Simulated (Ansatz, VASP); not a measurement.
**Sb in VASP and in Ansatz**

The input POSCAR:

```
Sb
1.0
    2.1964499421      1.2681209653      3.8317049867
   -2.1964499421      1.2681209653      3.8317049867
    0.0000000000     -2.5362419306      3.8317049867
Sb
2
Direct
    0.7665100000      0.7665100000      0.7665100000
    0.2334900000      0.2334900000      0.2334900000
```

The input INCAR.step1:

```
ALGO = Normal
EDIFF = 1E-5
ENCUT = 520
GGA = PE
ISIF = 2
ISMEAR = -1
LASPH = True
LCHARG = False
LREAL = False
LWAVE = True
NBANDS = 12
NELM = 60
PREC = Accurate
SIGMA = 0.05
```

File INCAR.step2:

```
AEXX = 0.5
AGGAC = 1.0
AGGAX = 0.5
ALDAC = 0.0
ALDAX = 0.5
ALGO = Normal
EDIFF = 1E-7
ENCUT = 520
GGA = B5
ISIF = 2
ISMEAR = -1
ISTART = 1
LASPH = True
LCHARG = False
LHFCALC = True
LREAL = False
LWAVE = False
NBANDS = 12
NELM = 60
PREC = Accurate
PRECFOCK = Normal
SIGMA = 0.05
```

The input KPOINTS:

```
k-points
0
Gamma
  4 4 4
```

Contents of input.yaml:

```yaml
crystal:
  lattice:
    - [2.1964499421, 1.2681209653, 3.8317049867]
    - [-2.1964499421, 1.2681209653, 3.8317049867]
    - [0.0, -2.5362419306, 3.8317049867]
  atoms:
    - { symbol: Sb, position: [0.76651, 0.76651, 0.76651] }
    - { symbol: Sb, position: [0.23349, 0.23349, 0.23349] }
hamiltonian:
  xc: { name: BHLYP }
  pseudopotentials: { kind: paw }
kpoints:
  mp_grid: { grid: [4, 4, 4] }
scf:
  occupations: { method: fermi_dirac, width: 0.05 }
output:
  forces: true
  stress: true
  eigenvalues: true
```

Alike in both runs: task single point; functional BHLYP; k mesh 4 × 4 × 4; occupations fermi-dirac, width 0.05 eV; no spin polarisation.

```csv
,VASP,Ansatz
version,VASP 6.6.1,Ansatz 0.2.0
potentials or method,"VASP PAW PBE potentials, release 64 (Sb)",Ansatz PAW
plane-wave cutoff (eV),520,420
valence electrons in the cell,10,30
```

Ansatz gave:

```
gap on the k mesh at the Fermi level (eV)                     : 1.46
least direct gap on the mesh (eV)                             : 1.71
pressure (GPa)                                                : -0.6
traceless stress, the component that is largest in VASP (GPa) : 0.70
rms of the force components (eV/Å)                            : 0.633
```

Task: Estimate VASP's values.

Result: gap on the k mesh at the Fermi level (eV): 1.66; least direct gap on the mesh (eV): 1.85; pressure (GPa): -3.8; traceless stress, the component that is largest in VASP (GPa): 1.06; rms of the force components (eV/Å): 0.822.

VASP's potentials were made for PBE, not for BHLYP. Atom by atom the forces differ by 0.189 eV/Å (rms over components). VASP's potentials hold 10 valence electrons a cell and Ansatz's 30, so a difference there can come from the potentials and not from the codes.

The k mesh is coarse, so the values compare programs but aren't converged. Spin-orbit coupling is off throughout.
